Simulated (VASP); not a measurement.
A run of VASP 6.6.1 is set up as follows.

Contents of POSCAR:

```
NbB2
1.0
    3.0860000000      0.0000000000      0.0000000000
   -1.5430000000      2.6725544000      0.0000000000
    0.0000000000      0.0000000000      3.3060000000
Nb B
1 2
Direct
    0.0000000000      0.0000000000      0.0000000000
    0.3333333300      0.6666666700      0.5000000000
    0.6666666700      0.3333333300      0.5000000000
```

The input INCAR.step1:

```
SYSTEM = NbB2
PREC = Accurate
ENCUT = 600
ISMEAR = -1
SIGMA = 0.1
LREAL = .FALSE.
LASPH = .TRUE.
NELM = 80
GGA = PE
ALGO = Normal
EDIFF = 1E-4
LWAVE = .TRUE.
LCHARG = .FALSE.
```

The input INCAR.step2:

```
SYSTEM = NbB2
PREC = Accurate
ENCUT = 600
EDIFF = 1E-6
ISMEAR = -1
SIGMA = 0.1
LREAL = .FALSE.
LASPH = .TRUE.
NELM = 80
ALGO = Normal
ISIF = 3
LWAVE = .FALSE.
LCHARG = .FALSE.
METAGGA = R2SCAN
LMIXTAU = .TRUE.
IBRION = 2
NSW = 80
EDIFFG = -0.01
ISTART = 1
```

KPOINTS

```
regular mesh
0
G
  12 12 10
  0 0 0
```

Potentials or basis: VASP PAW PBE potentials, release 64 (Nb_sv, B).

Run with:

```sh
$ cat potpaw_PBE.64/Nb_sv/POTCAR potpaw_PBE.64/B/POTCAR > POTCAR
$ cp INCAR.step1 INCAR
$ mpirun -np 1 vasp_std > vasp.out
$ cp INCAR.step2 INCAR
$ mpirun -np 1 vasp_std > vasp.out
```

Question: Estimate the relaxed volume.

Answer: 9.23 Å³/atom.

Question: What does it give for the relaxed cell?

Answer: a = 3.102 Å, b = 3.102 Å, c = 3.322 Å, α = 90.00°, β = 90.00°, γ = 120.00°.

Question: Predict the space group after relaxing (to 0.05 Å).

Answer: P6/mmm (No. 191).

Stress tensor (GPa, compression positive):
```
-0.14  0.00  0.00
 0.00 -0.14  0.00
 0.00  0.00  0.14
```

Caveat: the PAW data sets were made with another functional, which shifts forces and pressure a little. Zero-point motion and thermal expansion aren't in these numbers.
